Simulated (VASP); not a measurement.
Runs of VASP 6.6.1 on CdS (Hawleyite). The structure is that of space group F-43m (No. 216), or close to it. The cells are those of the table. 

| cell | gap on the mesh (eV) | pressure (GPa) |
| --- | --- | --- |
| a = 4.179 Å, angles 60.0°, 2 atoms | (c) | -4.1 |
| a = 4.232 Å, angles 60.0°, 2 atoms | 0.72 | (a) |
| a = 4.011 Å, angles 60.0°, 2 atoms | 1.07 | 4.0 |
| a = 4.283 Å, angles 60.0°, 2 atoms | 0.64 | -7.0 |
| a = 4.069 Å, angles 60.0°, 2 atoms | 0.98 | (b) |

Alike in all rows: task single point; level LDA; potentials or basis VASP PAW LDA potentials, release 64 (Cd, S); no spin polarisation; k mesh 6 × 6 × 6; cutoff (eV) 520; smearing gaussian 0.1 eV.

Task: Estimate the missing entries.

Result: (a) -5.7; (b) 0.7; (c) 0.80.

A k mesh can miss the band edges, and the runs leave out spin-orbit coupling on Cd.
